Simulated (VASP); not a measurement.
The system is Cs.

```
Cs
1.0
     0.00000    5.26186    5.26186
     5.26186    0.00000    5.26186
     5.26186    5.26186    0.00000
Cs
2
Direct
  0.87500 0.87500 0.87500
  0.12500 0.12500 0.12500
```

This isn't the form of Cs at room conditions, which is bcc.

```yaml
Program: VASP 6.6.1
Task: relaxation of cell and atoms
Functional: PBE
Potentials_or_basis: VASP PAW PBE potentials, release 64 (Cs_sv)
Cutoff: 600 eV
k_mesh: 6 × 6 × 6
Occupations: fermi-dirac, width 0.08 eV
Spin: no spin polarisation
```

At the start: pressure 0.2 GPa; volume 145.69 Å³/atom.

**Question.** Where does the relaxation end?

**Answer.** Over 5 steps the energy falls by 26.7 meV/atom and the volume is 187.98 Å³/atom (+29.0 %); space group Fd-3m (No. 227, to 0.1 Å) before and after.

Step by step:
```csv
step,energy change (eV),largest force (eV/Å),pressure (GPa),volume (Å³)
1,0.0000,0.0000,0.24,291.37
2,-0.0130,0.0000,0.20,300.75
3,-0.0404,0.0000,0.10,330.07
4,-0.0513,0.0000,-0.03,394.31
5,-0.0534,0.0000,0.00,375.96
```

Final structure:
```
Cs
1.0
     0.00000    5.72847    5.72847
     5.72847    0.00000    5.72847
     5.72847    5.72847    0.00000
Cs
2
Direct
  0.87500 0.87500 0.87500
  0.12500 0.12500 0.12500
```

Caveat: the volume moved by over 15 % at a fixed basis, so the end points are rough.
